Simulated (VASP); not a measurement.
Gd3PbC:

```
Gd Pb C
1.0
     5.78873    0.00000    0.00000
     0.00000    5.78873    0.00000
     0.00000    0.00000    5.78873
Gd Pb C
3 1 1
Direct
  0.00000 0.50000 0.50000
  0.50000 0.50000 0.00000
  0.50000 0.00000 0.50000
  0.50000 0.50000 0.50000
  0.00000 0.00000 0.00000
```

Base run:

| Property | Result |
| --- | --- |
| Program | VASP 6.6.1 |
| Functional | RPBE |
| Potentials or basis | VASP PAW PBE potentials, release 64 (Gd, Pb_d, C) |
| Cutoff | 520 eV |
| k mesh | 5 × 5 × 5 |
| Occupations | fermi-dirac, width 0.1 eV |
| Spin | collinear spin, ferromagnetic start |
| Starting moments | [9.1, 9.1, 9.1, 0.0, 0.0] μB |

Its results: pressure 1.8 GPa; net moment 20.98 μB per cell; site moments Gd +6.77; Pb -0.06; C -0.53 μB.

**Question.** The run is repeated on the same cell with these changes: functional from RPBE to PBEsol; further incar settings from ALGO = Normal; EDIFF = 1e-06; NBANDS = 48 to ALGO = Normal; EDIFF = 1e-07; NBANDS = 48. What comes out?

**Answer.** Pressure -1.0 GPa; net moment 20.92 μB per cell; site moments Gd +6.76; Pb -0.05; C -0.45 μB.

Caveats: the highest band is partly filled, so the run has too few bands; the PAW data sets were made with another functional, which shifts forces and pressure a little.
